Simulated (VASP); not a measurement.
Nb, 1 atom in the cell. Symmetry: I4/mmm, No. 139, tetragonal system. The conventional cell has a = 3.362 Å, b = 3.362 Å, c = 3.261 Å, α = 90.00°, β = 90.00°, γ = 90.00°. Within 3.8 Å of Nb (site symmetry 4/mmm) lie 14 Nb at 2.88 to 3.36 Å. 

```yaml
Program: VASP 6.6.1
Task: single point
Functional: PBEsol
Potentials_or_basis: VASP PAW PBE potentials, release 64 (Nb_sv)
Cutoff: 500 eV
k_mesh: 11 × 11 × 11
Occupations: fermi-dirac, width 0.05 eV
Spin: no spin polarisation
Dipole_correction: no
Further_INCAR_settings: ALGO = Normal; EDIFF = 1e-06; NBANDS = 12
```

Potentials or basis: VASP PAW PBE potentials, release 64 (Nb_sv).

Command:

```console
$ cat potpaw_PBE.64/Nb_sv/POTCAR > POTCAR
$ mpirun -np 1 vasp_std > vasp.out
```

Hardware: 1 thread of Intel(R) Xeon(R) 6975P-C (Granite Rapids), on a shared host.

**Question.** Estimate the wall time of this run.

**Answer.** It took 8.7 s on 1 thread of Intel(R) Xeon(R) 6975P-C (Granite Rapids), on a shared host, peak memory 0.15 GiB. Counts: scf iterations 12, k points 126.
